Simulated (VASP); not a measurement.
# ZrO2 (Fm-3m) in VASP: elastic constants with PBE

Aim: the elastic constants of ZrO2 with PBE.

All numbers are computed with VASP 6.6.1; they aren't measurements. Logs are shortened: lines on timing, memory, paths and dates and some standing lists are left out, and cuts for length are marked.

**1. The cell of the first run**

Symmetry: Fm-3m, No. 225, cubic system. The conventional cell has a = 5.116 Å, b = 5.116 Å, c = 5.116 Å, α = 90.00°, β = 90.00°, γ = 90.00°. Zr (site symmetry m-3m) has 8 O at 2.22 Å within 2.9 Å. O (site symmetry -43m) has 4 Zr at 2.22 Å and 6 O at 2.56 Å within 2.9 Å.

**2. Elastic constants, PBE**

INCAR

```
PREC = Accurate ; ENCUT = 600
EDIFF = 1E-8 ; ISMEAR = 0
SIGMA = 0.05 ; LREAL = F
LASPH = T ; NELM = 120
ALGO = Normal ; ISIF = 3
LWAVE = F ; LCHARG = F
GGA = PE ; NBANDS = 19
IBRION = 6 ; NFREE = 2
POTIM = 0.015 ; NSW = 1
GGA_COMPAT = F
```

KPOINTS

```
regular mesh
0
Gamma
  12 12 12
```

POSCAR

```
ZrO2
1.0
    0.0000000000      2.5579054395      2.5579054395
    2.5579054395      0.0000000000      2.5579054395
    2.5579054395      2.5579054395      0.0000000000
Zr O
1 2
Direct
    0.0000000000      0.0000000000      0.0000000000
    0.2500000000      0.2500000000      0.2500000000
    0.7500000000      0.7500000000      0.7500000000
```

Potentials or basis: VASP PAW PBE potentials, release 64 (Zr_sv, O).

Run with:

```console
$ cat potpaw_PBE.64/Zr_sv/POTCAR potpaw_PBE.64/O/POTCAR > POTCAR
$ mpirun -np 1 vasp_std > vasp.out
```

OUTCAR:

```text
PREC = Accurate
   ENCUT = 600
   EDIFF = 1E-8
   ISMEAR = 0
   LREAL = F
   LASPH = T
   NELM = 120
   ISIF = 3
   GGA = PE
   IBRION = 6
   NFREE = 2
   POTIM = 0.015
   NSW = 1

 ion  position               nearest neighbor table
   1  0.000  0.000  0.000-   3 2.22   3 2.22   3 2.22   2 2.22   3 2.22   2 2.22   2 2.22   2 2.22

   2  0.250  0.250  0.250-   1 2.22   1 2.22   1 2.22   1 2.22
   3  0.750  0.750  0.750-   1 2.22   1 2.22   1 2.22   1 2.22

  LATTYP: Found a face centered cubic cell.
 ALAT       =     5.1158108790

  Lattice vectors:

 A1 = (   0.0000000000,   2.5579054395,   2.5579054395)
 A2 = (   2.5579054395,   0.0000000000,   2.5579054395)
 A3 = (   2.5579054395,   2.5579054395,   0.0000000000)

Analysis of symmetry for initial positions (statically):
=====================================================================
 Subroutine PRICEL returns:
 Original cell was already a primitive cell.

 Routine SETGRP: Setting up the symmetry group for a
 face centered cubic supercell.

 Subroutine GETGRP returns: Found 48 space group operations
 (whereof 48 operations were pure point group operations)
 out of a pool of 48 trial point group operations.

The static configuration has the point symmetry O_h .

Analysis of symmetry for dynamics (positions and initial velocities):
=====================================================================
 Subroutine PRICEL returns:
 Original cell was already a primitive cell.

 Routine SETGRP: Setting up the symmetry group for a
 face centered cubic supercell.

 Subroutine GETGRP returns: Found 48 space group operations
 (whereof 48 operations were pure point group operations)
 out of a pool of 48 trial point group operations.

The dynamic configuration has the point symmetry O_h .

 Subroutine INISYM returns: Found 48 space group operations
 (whereof 48 operations are pure point group operations),
 and found     1 'primitive' translations

----------------------------------------------------------------------------------------

                                     Primitive cell

  volume of cell :      33.4721

  direct lattice vectors                    reciprocal lattice vectors
     0.000000000  2.557905439  2.557905439    -0.195472433  0.195472433  0.195472433
     2.557905439  0.000000000  2.557905439     0.195472433 -0.195472433  0.195472433
     2.557905439  2.557905439  0.000000000     0.195472433  0.195472433 -0.195472433

  length of vectors
     3.617424564  3.617424564  3.617424564     0.338568186  0.338568186  0.338568186

  position of ions in fractional coordinates (direct lattice)
     0.000000000  0.000000000  0.000000000
     0.250000000  0.250000000  0.250000000
     0.750000000  0.750000000  0.750000000

  ion indices of the primitive-cell ions
   primitive index   ion index
                 1           1
                 2           2
                 3           3

----------------------------------------------------------------------------------------

 KPOINTS: regular mesh

Automatic generation of k-mesh.
[... 109 lines left out ...]

 Free energy of the ion-electron system (eV)
  ---------------------------------------------------
  ext. energy  EPLUGINS =         0.00000000
  ---------------------------------------------------
  free energy    TOTEN  =       -28.57339501 eV

  energy without entropy =      -28.57339501  energy(sigma->0) =      -28.57339501

------------------------ aborting loop because EDIFF is reached ----------------------------------------

  FORCE on cell =-STRESS in cart. coord.  units (eV):
  Direction    XX          YY          ZZ          XY          YZ          ZX
  --------------------------------------------------------------------------------------
  -------------------------------------------------------------------------------------
  Total        0.0170974      0.0170974      0.0170974      0.0000000     -0.0000000      0.0000000
  in kB        0.8183826      0.8183826      0.8183826      0.0000000     -0.0000000      0.0000000
  external PRESSURE =       0.8183826 kB  Pullay stress =       0.0000000 kB
[... 92 lines left out ...]
  FREE ENERGIE OF THE ION-ELECTRON SYSTEM (eV)
  ---------------------------------------------------
  free  energy   TOTEN  =       -28.5606403572 eV

  energy  without entropy=      -28.5606403572  energy(sigma->0) =      -28.56064036

[... ionic steps 4 to 14 ...]

--------------------------------------- Ionic step       15  -------------------------------------------

 number of electron      23.9999994 magnetization

------------------------ aborting loop because EDIFF is reached ----------------------------------------
[... 69 lines left out ...]
--------------------------------------- Ionic step       17  -------------------------------------------

 number of electron      23.9999995 magnetization

 Free energy of the ion-electron system (eV)
  ---------------------------------------------------
  ext. energy  EPLUGINS =         0.00000000
  ---------------------------------------------------
  free energy    TOTEN  =       -28.57227482 eV

  energy without entropy =      -28.57227482  energy(sigma->0) =      -28.57227482

 E-fermi :   7.2936     XC(G=0): -11.7010

 val. band max:        7.0510982417   @ k =   0.0000   0.5000   0.5000
 cond. band min:      10.3628980380   @ k =   0.0000   0.0000   0.0000
 fundamental gap:      3.3117997963
 Fermi energy:         7.2935545122

 k-point     1 :       0.0000    0.0000    0.0000
  band No.  band energies     occupation
      1     -41.1086      2.00000
      2     -18.9275      2.00000
      3     -18.9269      2.00000
      4     -18.9263      2.00000
      5     -11.0726      2.00000
      6      -8.5713      2.00000
[... 505 lines left out ...]
      6      -9.1014      2.00000
[... 11 lines left out ...]
     18      17.1306      0.00000
     19      21.1274      0.00000

 [... further k-points ...]

------------------------ aborting loop because EDIFF is reached ----------------------------------------

  FORCE on cell =-STRESS in cart. coord.  units (eV):
  Direction    XX          YY          ZZ          XY          YZ          ZX
  --------------------------------------------------------------------------------------
  -------------------------------------------------------------------------------------
  Total        0.0234588      0.0193881      0.0193881      0.0000000      0.0924255      0.0000000
  in kB        1.1228788      0.9280289      0.9280289      0.0000000      4.4240375      0.0000000
  external PRESSURE =       0.9929789 kB  Pullay stress =       0.0000000 kB
[... 18 lines left out ...]
  FREE ENERGIE OF THE ION-ELECTRON SYSTEM (eV)
  ---------------------------------------------------
  free  energy   TOTEN  =       -28.5722748226 eV

  energy  without entropy=      -28.5722748226  energy(sigma->0) =      -28.57227482

 INTERNAL STRAIN TENSORS FROM STRAINED CELLS
 ============================================

 INTERNAL STRAIN TENSOR FOR ION    1 for displacements in x,y,z  (eV/Angst):
          X           Y           Z          XY          YZ          ZX
  --------------------------------------------------------------------------------
  x     0.00000    -0.00000     0.00000    -0.00000     0.00000    -0.00000
  y     0.00000     0.00000    -0.00000    -0.00000    -0.00000    -0.00000
  z     0.00000    -0.00000    -0.00000     0.00000    -0.00000    -0.00000

 INTERNAL STRAIN TENSORS FROM DISPLACED ATOMS
 ============================================

 INTERNAL STRAIN TENSOR FOR ION    1 for displacements in x,y,z  (eV/Angst):
          X           Y           Z          XY          YZ          ZX
  --------------------------------------------------------------------------------
  x     0.00000     0.00000     0.00000     0.00000     0.00000     0.00000
  y     0.00000     0.00000     0.00000     0.00000     0.00000     0.00000
  z     0.00000     0.00000     0.00000     0.00000     0.00000     0.00000

 INTERNAL STRAIN TENSOR FOR ION    3 for displacements in x,y,z  (eV/Angst):
          X           Y           Z          XY          YZ          ZX
  --------------------------------------------------------------------------------
  x    -0.00000    -0.00000     0.00000     0.00000     6.17294     0.00000
  y    -0.00000     0.00000     0.00000     0.00000     0.00000     6.17294
  z    -0.00000    -0.00000     0.00000     6.17294     0.00000     0.00000

 Eigenvectors and eigenvalues of the dynamical matrix
 ----------------------------------------------------

   1 f  =   16.488931 THz   103.603010 2PiTHz  550.011542 cm-1    68.192709 meV
             X         Y         Z           dx          dy          dz
      0.000000  0.000000  0.000000     0.000000    0.000000   -0.000000
      1.278953  1.278953  1.278953     0.042802    0.705810   -0.000000
      3.836858  3.836858  3.836858    -0.042802   -0.705810    0.000000
[... 43 lines left out ...]
   9 f/i=    0.006096 THz     0.038303 2PiTHz    0.203346 cm-1     0.025212 meV
             X         Y         Z           dx          dy          dz
      0.000000  0.000000  0.000000     0.640431   -0.563977   -0.106217
      1.278953  1.278953  1.278953     0.268774   -0.236688   -0.044577
      3.836858  3.836858  3.836858     0.268774   -0.236688   -0.044577

--------------------------------------------------------------------------------------------------------

 ELASTIC MODULI CONTR FROM IONIC RELAXATION (kBar)
 Direction    XX          YY          ZZ          XY          YZ          ZX
 --------------------------------------------------------------------------------
 XX          -0.0000      0.0000      0.0000      0.0000      0.0000      0.0000
 YY           0.0000     -0.0000      0.0000      0.0000      0.0000     -0.0000
 ZZ           0.0000      0.0000     -0.0000     -0.0000     -0.0000     -0.0000
 XY           0.0000      0.0000     -0.0000   -204.9450     -0.0000     -0.0000
 YZ           0.0000      0.0000     -0.0000      0.0000   -204.9450      0.0000
 ZX           0.0000     -0.0000     -0.0000     -0.0000      0.0000   -204.9450
 --------------------------------------------------------------------------------

 TOTAL ELASTIC MODULI (kBar)
 Direction    XX          YY          ZZ          XY          YZ          ZX
 --------------------------------------------------------------------------------
 XX        5204.0096    938.8837    938.8837      0.0000      0.0000      0.0000
 YY         938.8837   5204.0096    938.8837      0.0000      0.0000     -0.0000
 ZZ         938.8837    938.8837   5204.0096     -0.0000     -0.0000      0.0000
 XY           0.0000      0.0000     -0.0000    621.2106     -0.0000     -0.0000
 YZ           0.0000      0.0000     -0.0000      0.0000    621.2106      0.0000
 ZX           0.0000     -0.0000      0.0000     -0.0000      0.0000    621.2106
 --------------------------------------------------------------------------------
```

It took 70 min on 1 thread of Intel Xeon 8259CL, shared host; peak memory 0.64 GiB.

What came out:

```
Elastic constants C11, C12, C44                         : 520, 94, 62 GPa
Voigt bulk modulus                                      : 236 GPa
Highest phonon frequency at Γ, LO-TO splitting left out : 550 cm⁻¹
```

Phonon frequencies in cm⁻¹ (negative: imaginary):
| q point | frequencies |
| --- | --- |
| (0.000, 0.000, 0.000) | 0 0 0 221 221 221 550 550 550 |

Elastic tensor in Voigt notation (GPa, in the Cartesian axes of the cell as first typed):
```
520  94  94   0   0   0
 94 520  94   0   0   0
 94  94 520   0   0   0
  0   0   0  62   0   0
  0   0   0   0  62   0
  0   0   0   0   0  62
```

Clamped-ion elastic tensor (GPa):
```
520  94  94   0   0   0
 94 520  94   0   0   0
 94  94 520   0   0   0
  0   0   0  83   0   0
  0   0   0   0  83   0
  0   0   0   0   0  83
```
